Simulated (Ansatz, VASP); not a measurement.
# LaP: VASP beside Ansatz

Contents of INCAR:

```
SYSTEM = LaP
ALGO = Normal
EDIFF = 1E-8
ENCUT = 520
GGA = CA
ISIF = 2
ISMEAR = -1
LASPH = .True.
LCHARG = .False.
LEFG = .True.
LREAL = .False.
LWAVE = .False.
NBANDS = 15
NELM = 60
PREC = Accurate
SIGMA = 0.03
```

The input KPOINTS:

```
k-points
0
Gamma
  10 10 10
  0 0 0
```

File POSCAR:

```
LaP
1.0
    0.0000000000      2.9922812700      2.9922812700
    2.9922812700      0.0000000000      2.9922812700
    2.9922812700      2.9922812700      0.0000000000
La P
1 1
Direct
    0.0000000000      0.0000000000      0.0000000000
    0.5000000000      0.5000000000      0.5000000000
```

Input for Ansatz:

```yaml
crystal:
  lattice:
    - [0.0, 2.99228127, 2.99228127]
    - [2.99228127, 0.0, 2.99228127]
    - [2.99228127, 2.99228127, 0.0]
  atoms:
    - { symbol: La, position: [0.0, 0.0, 0.0] }
    - { symbol: P, position: [0.5, 0.5, 0.5] }
kpoints:
  mp_grid: { grid: [10, 10, 10] }
scf:
  occupations: { method: fermi_dirac, width: 0.03 }
hamiltonian:
  xc: lda
  pseudopotentials: { kind: paw }
output:
  forces: true
  stress: true
  eigenvalues: true
  efg: { contact_densities: true }
  write_density: true
  write_potential: true
  elf: true
  volumetric_format: npy
```

Change from the starting cell: volume scaled by 0.98, PAW files.

Alike in both runs: task electric field gradients; functional LDA; k mesh 10 × 10 × 10; occupations fermi-dirac, width 0.03 eV; no spin polarisation.

```csv
,VASP,Ansatz
version,VASP 6.6.1,Ansatz 0.2.0
potentials or method,"VASP PAW LDA potentials, release 64 (La, P)","PAW with Ansatz's default frozen-core files, scalar-relativistic"
plane-wave cutoff (eV),520,420
valence electrons in the cell,16,16
```

|  | VASP | Ansatz | Ansatz less VASP |
| --- | --- | --- | --- |
| pressure (GPa) | -1.8 | -1.8 | +0.03 |

LDA's correlation is that of Perdew and Zunger in VASP and of Perdew and Wang (1992) in Ansatz.

Spin-orbit coupling is off throughout.
